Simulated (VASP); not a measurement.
# Li (Cmcm) in VASP: further runs

Runs on Li. Level: PBE+D3(BJ). Tasks: single point.

All numbers are computed with VASP 6.6.1; they aren't measurements. Logs are shortened: lines on timing, memory, paths and dates and some standing lists are left out, and cuts for length are marked.

### 1 The cell of the first run

The structure is orthorhombic, space group Cmcm (No. 63). The conventional cell has a = 4.247 Å, b = 4.247 Å, c = 4.247 Å, α = 90.00°, β = 90.00°, γ = 90.00°. Within 3.8 Å of Li (site symmetry m2m) lie 12 Li at 2.88 to 3.13 Å.

### 2 Single point, PBE+D3(BJ)

Input file INCAR:

```
PREC = Accurate
ENCUT = 520
EDIFF = 1E-6
ISMEAR = 0
SIGMA = 0.15
LREAL = False
LASPH = True
NELM = 100
ALGO = Normal
ISIF = 2
LWAVE = False
LCHARG = False
GGA = PE
IVDW = 12
NBANDS = 10
```

Input file KPOINTS:

```
regular mesh
0
Gamma
  16 16 12
```

Input file POSCAR:

```
Li
1.0
    0.0000000000     -2.1234879358     -2.1234879358
    0.0000000000      2.1234879358     -2.1234879358
    4.2469758716      0.0000000000      0.0000000000
Li
2
Direct
    0.5203484792      0.4796515208      0.5000000000
   -0.0203484792      0.0203484792      0.0000000000
```

Potentials or basis: VASP PAW PBE potentials, release 64 (Li_sv).

Launch:

```console
> cat potpaw_PBE.64/Li_sv/POTCAR > POTCAR
> mpirun -np 1 vasp_std > vasp.out
```

OUTCAR:

```text
PREC = Accurate
   ENCUT = 520
   EDIFF = 1E-6
   ISMEAR = 0
   LREAL = False
   LASPH = True
   NELM = 100
   ISIF = 2
   GGA = PE
   IVDW = 12
 IVDW          = 12

 ion  position               nearest neighbor table
   1  0.520  0.480  0.500-
   2  0.980  0.020  0.000-

  LATTYP: Found a simple tetragonal cell.
 ALAT       =     3.0030654383
 C/A-ratio  =     1.4142135624

  Lattice vectors:

 A1 = (   0.0000000000,  -2.1234879358,  -2.1234879358)
 A2 = (   0.0000000000,   2.1234879358,  -2.1234879358)
 A3 = (   4.2469758716,   0.0000000000,   0.0000000000)

Analysis of symmetry for initial positions (statically):
=====================================================================
 Subroutine PRICEL returns:
 Original cell was already a primitive cell.

 Routine SETGRP: Setting up the symmetry group for a
 simple tetragonal supercell.

 Subroutine GETGRP returns: Found  8 space group operations
 (whereof  4 operations were pure point group operations)
 out of a pool of 16 trial point group operations.

The static configuration has the point symmetry C_2v.
 The point group associated with its full space group is D_2h.

Analysis of symmetry for dynamics (positions and initial velocities):
=====================================================================
 Subroutine PRICEL returns:
 Original cell was already a primitive cell.

 Routine SETGRP: Setting up the symmetry group for a
 simple tetragonal supercell.

 Subroutine GETGRP returns: Found  8 space group operations
 (whereof  4 operations were pure point group operations)
 out of a pool of 16 trial point group operations.

The dynamic configuration has the point symmetry C_2v.
 The point group associated with its full space group is D_2h.

 Subroutine INISYM returns: Found  8 space group operations
 (whereof  4 operations are pure point group operations),
 and found     1 'primitive' translations

----------------------------------------------------------------------------------------

                                     Primitive cell

  volume of cell :      38.3009

  direct lattice vectors                    reciprocal lattice vectors
     0.000000000 -2.123487936 -2.123487936     0.000000000 -0.235461663 -0.235461663
     0.000000000  2.123487936 -2.123487936     0.000000000  0.235461663 -0.235461663
     4.246975872  0.000000000  0.000000000     0.235461663  0.000000000  0.000000000

  length of vectors
     3.003065438  3.003065438  4.246975872     0.332993077  0.332993077  0.235461663

  position of ions in fractional coordinates (direct lattice)
     0.520348479  0.479651521  0.500000000
     0.979651521  0.020348479  0.000000000

  ion indices of the primitive-cell ions
   primitive index   ion index
                 1           1
                 2           2

----------------------------------------------------------------------------------------

 KPOINTS: regular mesh

Automatic generation of k-mesh.
 Grid dimensions read from file:
 generate k-points for:   16   16   12

 Generating k-lattice:

  Cartesian coordinates                     Fractional coordinates (reciprocal lattice)
     0.000000000 -0.014716354 -0.014716354     0.062500000  0.000000000  0.000000000
     0.000000000  0.014716354 -0.014716354     0.000000000  0.062500000  0.000000000
     0.019621805  0.000000000  0.000000000     0.000000000  0.000000000  0.083333333

  Length of vectors
     0.020812067  0.020812067  0.019621805

  Shift w.r.t. Gamma in fractional coordinates (k-lattice)
     0.000000000  0.000000000  0.000000000

 Subroutine IBZKPT returns following result:
 ===========================================

 Found    511 irreducible k-points:

 Following reciprocal coordinates:
            Coordinates               Weight
  0.000000  0.000000  0.000000      1.000000
  0.062500  0.000000  0.000000      4.000000
  0.125000  0.000000  0.000000      4.000000
  0.187500  0.000000  0.000000      4.000000
  0.250000  0.000000  0.000000      4.000000
  0.312500  0.000000  0.000000      4.000000
[... 16 lines left out ...]
 -0.062500  0.437500  0.000000      4.000000
  0.500000  0.062500  0.000000      4.000000
 [... further k-points ...]
   k-points           NKPTS =    511   k-points in BZ     NKDIM =    511   number of bands    NBANDS=     10
   number of dos      NEDOS =    301   number of ions     NIONS =      2
   total plane-waves  NPLWV =  18432
   dimension x,y,z NGX =    24 NGY =   24 NGZ =   32
   dimension x,y,z NGXF=    48 NGYF=   48 NGZF=   64
   ions per type =               2
   NGX,Y,Z   is equivalent  to a cutoff of  13.29, 13.29, 12.53 a.u.
   NGXF,Y,Z  is equivalent  to a cutoff of  26.57, 26.57, 25.05 a.u.
 SYSTEM =  unknown system
   PREC   = accura    normal or accurate (medium, high low for compatibility)
   ISTART =      0    job   : 0-new  1-cont  2-samecut
   ICHARG =      2    charge: 1-file 2-atom 10-const
   ISPIN  =      1    spin polarized calculation?
   LNONCOLLINEAR =      F non collinear calculations
   LSORBIT =      F    spin-orbit coupling
   LASPH  =      T    aspherical Exc in radial PAW
   ENCUT  =  520.0 eV  38.22 Ry    6.18 a.u.   5.58  5.58  7.90*2*pi/ulx,y,z
   NELM   =    100;   NELMIN=  2; NELMDL= -5     # of ELM steps
   EDIFF  = 0.1E-05   stopping-criterion for ELM
   LREAL  =      F    real-space projection
   EDIFFG = 0.1E-04   stopping-criterion for IOM
   NSW    =      0    number of steps for IOM
   IBRION =     -1    ionic relax: 0-MD 1-quasi-New 2-CG
   NFREE  =      0    steps in history (QN), initial steepest desc. (CG)
   ISIF   =      2    stress and relaxation
   ISYM   =      2    0-nonsym 1-usesym 2-fastsym
   POTIM  = 0.5000    time-step for ionic-motion
   TEBEG  =    0.0;   TEEND  =   0.0 temperature during run
   PSTRESS=    0.0 pullay stress
   NELECT =       6.0000    total number of electrons
   NUPDOWN=      -1.0000    fix difference up-down
   EMIN   =  10.00;   EMAX   =-10.00  energy-range for DOS
   EFERMI =   0.00;   METHOD = LEGACY
   ISMEAR =     0;   SIGMA  =   0.15  broadening in eV -4-tet -1-fermi 0-gaus
   EFERMI_NEDOS =   21; number of points for ismear=-14 and -15
   IALGO  =     38    algorithm
   IMIX   =      4    mixing-type and parameters
     AMIX     =   0.40;   BMIX     =  1.00
     AMIX_MAG =   1.60;   BMIX_MAG =  1.00
  volume/ion in A,a.u.               =      19.15       129.23
  Fermi-wavevector in a.u.,A,eV,Ry     =   0.882515  1.667712 10.596664  0.778833
  Thomas-Fermi vector in A             =   2.003157
   LORBIT       =      0    0 simple, 1 ext, 2 COOP (PROOUT), +10 PAW based schemes
   GGA     = PE    functional components
   LHFCALC =     F    Hartree Fock is set to
   AEXX    =    0.0000 exact exchange contribution
   IVDW    =    12    specifies the selected vdW correction
   LEPSILON=     F    determine dielectric tensor
   LRPA    =     F    only Hartree local field effects (RPA)
 non-spin polarized calculation
 Gauss-broadening in eV      SIGMA  =   0.15
  energy-cutoff  :      520.00
  volume of cell :       38.30
 maximum number of plane-waves:      1056
   NGX = 11   NGY = 11   NGZ = 15

 number of electron       6.0000006 magnetization

 Free energy of the ion-electron system (eV)
  ---------------------------------------------------
  ext. energy  EPLUGINS =         0.00000000
  ---------------------------------------------------
  free energy    TOTEN  =        -3.80101631 eV

  energy without entropy =       -3.78979275  energy(sigma->0) =       -3.79540453

 E-fermi :   0.7814     XC(G=0):  -7.1838

 val. band max:        0.7795930602   @ k =   0.2500   0.2500   0.4167
 cond. band min:       0.7842118311   @ k =   0.3750   0.3750   0.1667
 fundamental gap:      0.0046187710
 Fermi energy:         0.7814246169

 k-point     1 :       0.0000    0.0000    0.0000
  band No.  band energies     occupation
      1     -45.6553      2.00000
      2     -45.6243      2.00000
      3      -2.8443      2.00000
      4       2.3509      0.00000
      5       5.7055      0.00000
      6       9.5730      0.00000
      7       9.5787      0.00000
      8      11.7215      0.00000
      9      15.1995      0.00000
     10      15.7679      0.00000

 k-point     2 :       0.0625    0.0000    0.0000
  band No.  band energies     occupation
      1     -45.6547      2.00000
      2     -45.6242      2.00000
      3      -2.7968      2.00000
      4       2.4149      0.00000
      5       5.6657      0.00000
      6       8.9137      0.00000
      7       9.6360      0.00000
      8      12.4731      0.00000
      9      15.0379      0.00000
     10      15.3426      0.00000

 k-point     3 :       0.1250    0.0000    0.0000
  band No.  band energies     occupation
      1     -45.6531      2.00000
      2     -45.6242      2.00000
      3      -2.6543      2.00000
      4       2.6066      0.00000
      5       5.4557      0.00000
      6       7.9864      0.00000
      7       9.8156      0.00000
      8      13.6449      0.00000
      9      14.2316      0.00000
     10      14.3590      0.00000

 k-point     4 :       0.1875    0.0000    0.0000
  band No.  band energies     occupation
      1     -45.6505      2.00000
      2     -45.6244      2.00000
      3      -2.4166      2.00000
      4       2.9259      0.00000
      5       4.8654      0.00000
      6       7.5077      0.00000
      7      10.1128      0.00000
      8      12.8290      0.00000
      9      13.4498      0.00000
     10      14.4580      0.00000
[... 222 lines left out ...]
 k-point    22 :       0.4375    0.0625    0.0000
  band No.  band energies     occupation
      1     -45.6367      2.00000
      2     -45.6277      2.00000
      3      -0.4558      2.00000
      4       1.1038      0.00237
      5       5.5169      0.00000
      6       7.5936      0.00000
      7       8.6419      0.00000
      8       9.9542      0.00000
      9      12.1156      0.00000
     10      13.6593      0.00000

 k-point    23 :      -0.0625    0.4375    0.0000
  band No.  band energies     occupation
      1     -45.6367      2.00000
      2     -45.6277      2.00000
      3      -0.4550      2.00000
      4       1.1026      0.00246
      5       5.5173      0.00000
      6       7.5928      0.00000
      7       8.6139      0.00000
      8      10.0265      0.00000
      9      12.0748      0.00000
     10      13.6053      0.00000

 k-point    24 :       0.5000    0.0625    0.0000
  band No.  band energies     occupation
      1     -45.6353      2.00000
      2     -45.6284      2.00000
      3       0.1623      2.00000
      4       0.3901      1.99978
      5       6.2554      0.00000
      6       6.7343      0.00000
      7       9.1187      0.00000
      8       9.4426      0.00000
      9      12.6996      0.00000
     10      12.9606      0.00000

 [... further k-points ...]

------------------------ aborting loop because EDIFF is reached ----------------------------------------

 Edisp (eV)   -0.35797

 E8    (eV) :    -0.1489

  FORCE on cell =-STRESS in cart. coord.  units (eV):
  Direction    XX          YY          ZZ          XY          YZ          ZX
  --------------------------------------------------------------------------------------
  -------------------------------------------------------------------------------------
  Total      -0.13245    -0.18581    -0.20624     0.00000     0.00000     0.00000
  in kB      -5.54046    -7.77259    -8.62723     0.00000     0.00000     0.00000
  external pressure =       -7.31 kB  Pullay stress =        0.00 kB

 VOLUME and BASIS-vectors are now :
 -----------------------------------------------------------------------------
  energy-cutoff  :      520.00
  volume of cell :       38.30
      direct lattice vectors                 reciprocal lattice vectors
     0.000000000 -2.123487936 -2.123487936     0.000000000 -0.235461663 -0.235461663
     0.000000000  2.123487936 -2.123487936     0.000000000  0.235461663 -0.235461663
     4.246975872  0.000000000  0.000000000     0.235461663  0.000000000  0.000000000

 POSITION                                       TOTAL-FORCE (eV/Angst)
 -----------------------------------------------------------------------------------
      2.12349     -0.08642     -2.12349         0.000000      0.135347      0.000000
      0.00000     -2.03707     -2.12349         0.000000     -0.135347      0.000000
 -----------------------------------------------------------------------------------
    total drift:                               -0.000000     -0.000000     -0.000000

  FREE ENERGIE OF THE ION-ELECTRON SYSTEM (eV)
  ---------------------------------------------------
  free  energy   TOTEN  =        -4.1589836898 eV

  energy  without entropy=       -4.1477601364  energy(sigma->0) =       -4.15337191
```

It took 76 s on 1 thread of Intel Xeon Platinum 8375C at 2.90GHz (Ice Lake), shared host; peak memory 0.26 GiB.

Results:

- Free energy: -4.1590 eV
- Largest force: 0.135 eV/Å
- Band gap on the k mesh: zero (band 3 reaches 4.33 eV, above the bottom of band 4 at -1.31 eV)
- Dispersion energy per atom: -0.179 eV

Forces in eV/Å, atoms in the order of the input:
```
Li   0.000  0.135  0.000
Li   0.000 -0.135  0.000
```

Levels at points of the mesh, in eV from the Fermi level:
| k point | band 1 | band 2 | band 3 | band 4 | band 5 | band 6 | band 7 | band 8 |
| --- | --- | --- | --- | --- | --- | --- | --- | --- |
| (0.00, 0.00, 0.00) | -46.44 | -46.41 | -3.63 | 1.57 | 4.92 | 8.79 | 8.80 | 10.94 |
| (0.50, 0.00, 0.00) | -46.42 | -46.41 | -0.67 | -0.44 | 5.41 | 5.89 | 8.38 | 8.77 |
| (0.50, 0.50, 0.00) | -46.41 | -46.41 | 1.58 | 1.61 | 4.80 | 4.92 | 8.67 | 8.77 |
| (0.00, 0.00, 0.50) | -46.42 | -46.42 | -2.09 | -2.09 | 10.66 | 10.66 | 10.71 | 10.71 |
| (0.50, 0.00, 0.50) | -46.41 | -46.41 | -0.03 | -0.03 | 3.11 | 3.11 | 13.13 | 13.13 |
| (0.50, 0.50, 0.50) | -46.41 | -46.41 | 3.55 | 3.55 | 3.62 | 3.62 | 4.62 | 4.62 |

Caveat: the cutoff is under 1.25 times the usual one of these potentials, so pressure, stress and relaxed cells hold a basis-set (Pulay) error; pairwise dispersion overbinds metals, which lowers pressure and volume.

### 3 Single point, PBE+D3(BJ)

This run uses another cell than the first one, of 17.32 Å³/atom, 0.905 times its volume.

Input file INCAR:

```
SYSTEM = Li
  ALGO = Normal
  EDIFF = 1E-7
  ENCUT = 520
  GGA = PE
  ISIF = 2
  ISMEAR = 0
  IVDW = 12
  LASPH = .True.
  LCHARG = .False.
  LREAL = .False.
  LWAVE = .False.
  NBANDS = 10
  NELM = 100
  PREC = Accurate
  SIGMA = 0.15
```

Input file KPOINTS:

```
k-points
0
Gamma
  16 16 12
  0 0 0
```

Input file POSCAR:

```
Li
1.0
    0.0000000000     -2.0537284226     -2.0537284226
    0.0000000000      2.0537284226     -2.0537284226
    4.1074568452      0.0000000000      0.0000000000
Li
2
Direct
    0.6017423958      0.3982576042      0.5000000000
   -0.1017423958      0.1017423958      0.0000000000
```

Potentials or basis: VASP PAW PBE potentials, release 64 (Li_sv).

Launch:

```console
> cat potpaw_PBE.64/Li_sv/POTCAR > POTCAR
> mpirun -np 1 vasp_std > vasp.out
```

Wall time 62 s (1 thread of Intel Xeon Platinum 8375C at 2.90GHz (Ice Lake), shared host); peak memory 0.25 GiB.

The run converged. Its results:

* Free energy: -3.8814 eV
* Largest force: 0.645 eV/Å
* Band gap on the k mesh: zero (band 3 reaches 4.29 eV, above the bottom of band 4 at -1.04 eV)
* Dispersion energy per atom: -0.199 eV

Forces on the atoms (eV/Å):
```
Li   0.000  0.645  0.000
Li   0.000 -0.645  0.000
```

Levels at points of the mesh, in eV from the Fermi level:
| k point | band 1 | band 2 | band 3 | band 4 | band 5 | band 6 | band 7 | band 8 |
| --- | --- | --- | --- | --- | --- | --- | --- | --- |
| (0.00, 0.00, 0.00) | -46.66 | -46.57 | -3.80 | 1.36 | 5.32 | 9.90 | 10.23 | 10.40 |
| (0.50, 0.00, 0.00) | -46.64 | -46.56 | -1.25 | 0.19 | 4.64 | 7.11 | 7.76 | 9.98 |
| (0.50, 0.50, 0.00) | -46.62 | -46.56 | 1.53 | 2.45 | 3.35 | 5.35 | 7.65 | 9.25 |
| (0.00, 0.00, 0.50) | -46.61 | -46.61 | -2.22 | -2.22 | 10.67 | 10.67 | 11.40 | 11.40 |
| (0.50, 0.00, 0.50) | -46.60 | -46.60 | -0.03 | -0.03 | 3.05 | 3.05 | 13.55 | 13.55 |
| (0.50, 0.50, 0.50) | -46.59 | -46.59 | 3.11 | 3.11 | 3.71 | 3.71 | 5.81 | 5.81 |

Caveat: the cutoff is under 1.25 times the usual one of these potentials, so pressure, stress and relaxed cells hold a basis-set (Pulay) error; pairwise dispersion overbinds metals, which lowers pressure and volume.
